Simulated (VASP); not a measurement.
# Zr (P6_3/mmc) in VASP: further runs, part 2 of 2

VASP 6.6.1.

## 3. Relaxation of cell and atoms, PBEsol

This run uses another cell than the first one, of 23.28 Å³/atom.

Input file INCAR:

```
SYSTEM = Zr
PREC = Accurate
ENCUT = 600
EDIFF = 1E-7
ISMEAR = -1
SIGMA = 0.1
LREAL = .FALSE.
LASPH = .TRUE.
NELM = 60
ALGO = Normal
ISIF = 3
LWAVE = .FALSE.
LCHARG = .FALSE.
GGA = PS
IBRION = 2
NSW = 80
EDIFFG = -0.01
```

Input file KPOINTS:

```
regular mesh
0
G
  11 11 3
  0 0 0
```

Input file POSCAR:

```
Zr
1.0
    3.2050642256      0.0000000000      0.0000000000
   -1.6025321128      2.7756670401      0.0000000000
    0.0000000000      0.0000000000     10.4677397607
Zr
4
Direct
    0.0000000000      0.0000000000      0.0000000000
    0.0000000000      0.0000000000      0.5000000000
    0.3333333333      0.6666666667      0.2500000000
    0.6666666667      0.3333333333      0.7500000000
```

Potentials or basis: VASP PAW PBE potentials, release 64 (Zr_sv).

Launch:

```
cat potpaw_PBE.64/Zr_sv/POTCAR > POTCAR
mpirun -np 1 vasp_std > vasp.out
```

OUTCAR:

```text
SYSTEM = Zr
   PREC = Accurate
   ENCUT = 600
   EDIFF = 1E-7
   ISMEAR = -1
   LREAL = .FALSE.
   LASPH = .TRUE.
   NELM = 60
   ISIF = 3
   GGA = PS
   IBRION = 2
   NSW = 80
   EDIFFG = -0.01

 ion  position               nearest neighbor table
   1  0.000  0.000  0.000-   3 3.21   4 3.21   3 3.21   4 3.21   4 3.21   3 3.21
   2  0.000  0.000  0.500-   3 3.21   4 3.21   3 3.21   4 3.21   4 3.21   3 3.21
   3  0.333  0.667  0.250-   1 3.21   2 3.21   1 3.21   2 3.21   1 3.21   2 3.21
   4  0.667  0.333  0.750-   1 3.21   2 3.21   1 3.21   2 3.21   1 3.21   2 3.21

  LATTYP: Found a hexagonal cell.
 ALAT       =     3.2050642256
 C/A-ratio  =     3.2660000000

  Lattice vectors:

 A1 = (   3.2050642256,   0.0000000000,   0.0000000000)
 A2 = (  -1.6025321128,   2.7756670401,   0.0000000000)
 A3 = (   0.0000000000,   0.0000000000,  10.4677397607)

Analysis of symmetry for initial positions (statically):
=====================================================================
 Subroutine PRICEL returns:
 Original cell was already a primitive cell.

 Routine SETGRP: Setting up the symmetry group for a
 hexagonal supercell.

 Subroutine GETGRP returns: Found 24 space group operations
 (whereof 12 operations were pure point group operations)
 out of a pool of 24 trial point group operations.

The static configuration has the point symmetry D_3d.
 The point group associated with its full space group is D_6h.

Analysis of symmetry for dynamics (positions and initial velocities):
=====================================================================
 Subroutine PRICEL returns:
 Original cell was already a primitive cell.

 Routine SETGRP: Setting up the symmetry group for a
 hexagonal supercell.

 Subroutine GETGRP returns: Found 24 space group operations
 (whereof 12 operations were pure point group operations)
 out of a pool of 24 trial point group operations.

The dynamic configuration has the point symmetry D_3d.
 The point group associated with its full space group is D_6h.

 Subroutine INISYM returns: Found 24 space group operations
 (whereof 12 operations are pure point group operations),
 and found     1 'primitive' translations

----------------------------------------------------------------------------------------

                                     Primitive cell

  volume of cell :      93.1230

  direct lattice vectors                    reciprocal lattice vectors
     3.205064226  0.000000000  0.000000000     0.312006228  0.180136880  0.000000000
    -1.602532113  2.775667040  0.000000000     0.000000000  0.360273760  0.000000000
     0.000000000  0.000000000 10.467739761     0.000000000  0.000000000  0.095531607

  length of vectors
     3.205064226  3.205064226 10.467739761     0.360273760  0.360273760  0.095531607

  position of ions in fractional coordinates (direct lattice)
     0.000000000  0.000000000  0.000000000
     0.000000000  0.000000000  0.500000000
     0.333333333  0.666666667  0.250000000
     0.666666667  0.333333333  0.750000000

  ion indices of the primitive-cell ions
   primitive index   ion index
                 1           1
                 2           2
                 3           3
[... 35 lines left out ...]
  0.454545 -0.000000  0.000000      6.000000
[... 16 lines left out ...]
  0.090909  0.090909  0.333333     12.000000
  0.181818  0.090909  0.333333     24.000000
 [... further k-points ...]
   k-points           NKPTS =     32   k-points in BZ     NKDIM =     32   number of bands    NBANDS=     28
   number of dos      NEDOS =    301   number of ions     NIONS =      4
   total plane-waves  NPLWV =  65856
   dimension x,y,z NGX =    28 NGY =   28 NGZ =   84
   dimension x,y,z NGXF=    56 NGYF=   56 NGZF=  168
   ions per type =               4
   NGX,Y,Z   is equivalent  to a cutoff of  14.52, 14.52, 13.34 a.u.
   NGXF,Y,Z  is equivalent  to a cutoff of  29.05, 29.05, 26.68 a.u.
 SYSTEM =  Zr
   PREC   = accura    normal or accurate (medium, high low for compatibility)
   ISTART =      0    job   : 0-new  1-cont  2-samecut
   ICHARG =      2    charge: 1-file 2-atom 10-const
   ISPIN  =      1    spin polarized calculation?
   LNONCOLLINEAR =      F non collinear calculations
   LSORBIT =      F    spin-orbit coupling
   LASPH  =      T    aspherical Exc in radial PAW
   ENCUT  =  600.0 eV  44.10 Ry    6.64 a.u.   6.40  6.40 20.91*2*pi/ulx,y,z
   NELM   =     60;   NELMIN=  2; NELMDL= -5     # of ELM steps
   EDIFF  = 0.1E-06   stopping-criterion for ELM
   LREAL  =      F    real-space projection
   EDIFFG = -.1E-01   stopping-criterion for IOM
   NSW    =     80    number of steps for IOM
   IBRION =      2    ionic relax: 0-MD 1-quasi-New 2-CG
   NFREE  =      1    steps in history (QN), initial steepest desc. (CG)
   ISIF   =      3    stress and relaxation
   ISYM   =      2    0-nonsym 1-usesym 2-fastsym
   POTIM  = 0.5000    time-step for ionic-motion
   TEBEG  =    0.0;   TEEND  =   0.0 temperature during run
   PSTRESS=    0.0 pullay stress
   NELECT =      48.0000    total number of electrons
   NUPDOWN=      -1.0000    fix difference up-down
   EMIN   =  10.00;   EMAX   =-10.00  energy-range for DOS
   EFERMI =   0.00;   METHOD = LEGACY
   ISMEAR =    -1;   SIGMA  =   0.10  broadening in eV -4-tet -1-fermi 0-gaus
   EFERMI_NEDOS =   21; number of points for ismear=-14 and -15
   IALGO  =     38    algorithm
   IMIX   =      4    mixing-type and parameters
     AMIX     =   0.40;   BMIX     =  1.00
     AMIX_MAG =   1.60;   BMIX_MAG =  1.00
  volume/ion in A,a.u.               =      23.28       157.11
  Fermi-wavevector in a.u.,A,eV,Ry     =   1.312612  2.480476 23.442147  1.722949
  Thomas-Fermi vector in A             =   2.442992
   LORBIT       =      0    0 simple, 1 ext, 2 COOP (PROOUT), +10 PAW based schemes
   GGA     = PS    functional components
   LHFCALC =     F    Hartree Fock is set to
   AEXX    =    0.0000 exact exchange contribution
   IVDW    =     0    specifies the selected vdW correction
   LEPSILON=     F    determine dielectric tensor
   LRPA    =     F    only Hartree local field effects (RPA)
 conjugate gradient relaxation of ions
 non-spin polarized calculation
  energy-cutoff  :      600.00
  volume of cell :       93.12
 maximum number of plane-waves:      3141
 NGX is ok and might be reduce to    28
   NGX = 13   NGY = 13   NGZ = 41

--------------------------------------- Ionic step        1  -------------------------------------------

 number of electron      48.0000000 magnetization

 Free energy of the ion-electron system (eV)
  ---------------------------------------------------
  ext. energy  EPLUGINS =         0.00000000
  ---------------------------------------------------
  free energy    TOTEN  =       -36.21755190 eV

  energy without entropy =      -36.01352220  energy(sigma->0) =      -36.11553705

------------------------ aborting loop because EDIFF is reached ----------------------------------------

  FORCE on cell =-STRESS in cart. coord.  units (eV):
  Direction    XX          YY          ZZ          XY          YZ          ZX
  --------------------------------------------------------------------------------------
  -------------------------------------------------------------------------------------
  Total       -1.7655467     -1.7655467     -2.0444484      0.0000000      0.0000000      0.0000000
  in kB      -30.3761524    -30.3761524    -35.1746446      0.0000000      0.0000000      0.0000000
  external PRESSURE =     -31.9756498 kB  Pullay stress =       0.0000000 kB
[... 63 lines left out ...]
--------------------------------------- Ionic step        3  -------------------------------------------

 number of electron      48.0000001 magnetization

 Free energy of the ion-electron system (eV)
  ---------------------------------------------------
  ext. energy  EPLUGINS =         0.00000000
  ---------------------------------------------------
  free energy    TOTEN  =       -36.25077028 eV

  energy without entropy =      -36.05427669  energy(sigma->0) =      -36.15252348

 E-fermi :   9.1758     XC(G=0): -11.3639

 val. band max:        9.1589003004   @ k =   0.0000   0.0000   0.0000
 cond. band min:       9.1770556739   @ k =   0.4545  -0.0000   0.3333
 fundamental gap:      0.0181553735
 Fermi energy:         9.1757595097

 k-point     1 :       0.0000    0.0000    0.0000
  band No.  band energies     occupation
      1     -39.3929      2.00000
      2     -39.3265      2.00000
      3     -39.2919      2.00000
      4     -39.2239      2.00000
      5     -17.9725      2.00000
      6     -17.4490      2.00000
[... 733 lines left out ...]
     27      10.1676      0.00010
     28      10.3449      0.00002

 [... further k-points ...]

------------------------ aborting loop because EDIFF is reached ----------------------------------------

  FORCE on cell =-STRESS in cart. coord.  units (eV):
  Direction    XX          YY          ZZ          XY          YZ          ZX
  --------------------------------------------------------------------------------------
  -------------------------------------------------------------------------------------
  Total        0.0006513      0.0006513     -0.0264639      0.0000000      0.0000000      0.0000000
  in kB        0.0116068      0.0116068     -0.4715860      0.0000000      0.0000000      0.0000000
  external PRESSURE =      -0.1494575 kB  Pullay stress =       0.0000000 kB
[... 19 lines left out ...]
  FREE ENERGIE OF THE ION-ELECTRON SYSTEM (eV)
  ---------------------------------------------------
  free  energy   TOTEN  =       -36.2507702803 eV

  energy  without entropy=      -36.0542766881  energy(sigma->0) =      -36.15252348

 reached required accuracy - stopping structural energy minimisation
```

OSZICAR:

```text
N       E                     dE             d eps       ncg     rms          rms(c)
DAV:   1     0.558720424535E+03    0.55872E+03   -0.27961E+04  1792   0.191E+03
DAV:   2     0.104063322104E+02   -0.54831E+03   -0.53903E+03  2100   0.518E+02
DAV:   3    -0.341763187728E+02   -0.44583E+02   -0.42782E+02  3008   0.103E+02
DAV:   4    -0.376654880143E+02   -0.34892E+01   -0.33935E+01  2536   0.259E+01
[... 35 lines left out ...]
DAV:   8    -0.362507615429E+02   -0.10515E-04   -0.39426E-05  2796   0.431E-02    0.365E-02
DAV:   9    -0.362507709443E+02   -0.94014E-05   -0.10262E-05  2164   0.292E-02    0.939E-03
DAV:  10    -0.362507705182E+02    0.42610E-06   -0.31086E-06  2352   0.137E-02    0.125E-03
DAV:  11    -0.362507702889E+02    0.22934E-06   -0.14748E-07  1292   0.245E-03    0.392E-04
DAV:  12    -0.362507702803E+02    0.85683E-08   -0.63364E-08  1180   0.167E-03
   3 F= -.36250770E+02 E0= -.36152523E+02  d E =-.332184E-01
```

CONTCAR:

```text
Zr
   1.00000000000000
     3.1696276126634291   -0.0000000000000000    0.0000000000000000
    -1.5848138063317145    2.7449780330738585    0.0000000000000000
     0.0000000000000000    0.0000000000000000   10.3337210792519851
  Zr
     4
Direct
     0.0000000000000000    0.0000000000000000    0.0000000000000000
     0.0000000000000000    0.0000000000000000    0.5000000000000000
     0.3333333332999970    0.6666666667000030    0.2500000000000000
     0.6666666667000030    0.3333333332999970    0.7500000000000000

  0.00000000E+00  0.00000000E+00  0.00000000E+00
  0.00000000E+00  0.00000000E+00  0.00000000E+00
  0.00000000E+00  0.00000000E+00  0.00000000E+00
  0.00000000E+00  0.00000000E+00  0.00000000E+00
```

Wall time 5.6 min (1 thread of Intel Xeon Platinum 8488C (Sapphire Rapids), shared host); peak memory 0.29 GiB.

What came out:

- Free energy: -36.2508 eV
- Relaxed volume: 22.48 Å³/atom
- Relaxed cell: a = 3.170 Å, b = 3.170 Å, c = 10.334 Å, α = 90.00°, β = 90.00°, γ = 120.00°
- Space group after relaxing (to 0.1 Å): P6_3/mmc (No. 194)
- Energy gained by relaxing: 8.3 meV/atom
- Ionic steps: 3
- Pressure after relaxing: 0.0 GPa
- Band gap on the k mesh: zero (bands 24 and 25 overlap by 1.20 eV)

The path:
| step | energy change (eV) | largest force (eV/Å) | pressure (GPa) | volume (Å³) |
| --- | --- | --- | --- | --- |
| 1 | 0.0000 | 0.0000 | -3.20 | 93.12 |
| 2 | -0.0039 | 0.0000 | 3.31 | 87.00 |
| 3 | -0.0332 | 0.0000 | -0.01 | 89.91 |

Final structure:
```yaml
crystal:
  lattice:
    - [3.16963, 0.00000, 0.00000]
    - [-1.58481, 2.74498, 0.00000]
    - [0.00000, 0.00000, 10.33372]
  atoms:
    - { symbol: Zr, position: [0.00000, 0.00000, 0.00000] }
    - { symbol: Zr, position: [0.00000, 0.00000, 0.50000] }
    - { symbol: Zr, position: [0.33333, 0.66667, 0.25000] }
    - { symbol: Zr, position: [0.66667, 0.33333, 0.75000] }
```

Levels at points of the mesh, in eV from the Fermi level:
```tsv
k point	band 20	band 21	band 22	band 23	band 24	band 25	band 26	band 27	band 28
(0.00, 0.00, 0.00)	-3.06	-0.02	0.03	0.77	0.77	0.90	0.90	0.94	1.23
```

Caveat: the PAW data sets were made with another functional, which shifts forces and pressure a little.
